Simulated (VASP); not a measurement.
SrTl, 2 atoms in the cell. It takes space group P4/mmm (No. 123, tetragonal). The conventional cell has a = 3.972 Å, b = 3.972 Å, c = 4.032 Å, α = 90.00°, β = 90.00°, γ = 90.00°. Sr (site symmetry 4/mmm) has 8 Tl at 3.46 Å and 6 Sr at 3.97 to 4.03 Å within 4.5 Å. Tl (site symmetry 4/mmm) has 8 Sr at 3.46 Å and 6 Tl at 3.97 to 4.03 Å within 4.5 Å.  This cell differs from its parent crystal: strain -0.015 along x and y, +0.000 along z.

| Item | Value |
| --- | --- |
| Program | VASP 6.6.1 |
| Task | single point |
| Functional | PBEsol |
| Potentials or basis | VASP PAW PBE potentials, release 64 (Sr_sv, Tl_d) |
| Cutoff | 520 eV |
| k mesh | 12 × 12 × 12 |
| Occupations | gaussian, width 0.15 eV |
| Spin | no spin polarisation |
| Dipole correction | no |
| Further INCAR settings | ALGO = Fast; EDIFF = 1e-06; NBANDS = 18 |

Potentials or basis: VASP PAW PBE potentials, release 64 (Sr_sv, Tl_d).

Run with:

```console
$ cat potpaw_PBE.64/Sr_sv/POTCAR potpaw_PBE.64/Tl_d/POTCAR > POTCAR
$ mpirun -np 1 vasp_std > vasp.out
```

Hardware: 1 thread of Intel(R) Xeon(R) 6975P-C (Granite Rapids), on a shared host.

Task: Estimate the wall time of this run.

Result: Run time: 100 s on 1 thread of Intel(R) Xeon(R) 6975P-C (Granite Rapids), with other jobs on the host, peak memory 0.35 GiB. Counts: scf iterations 14, k points 196.
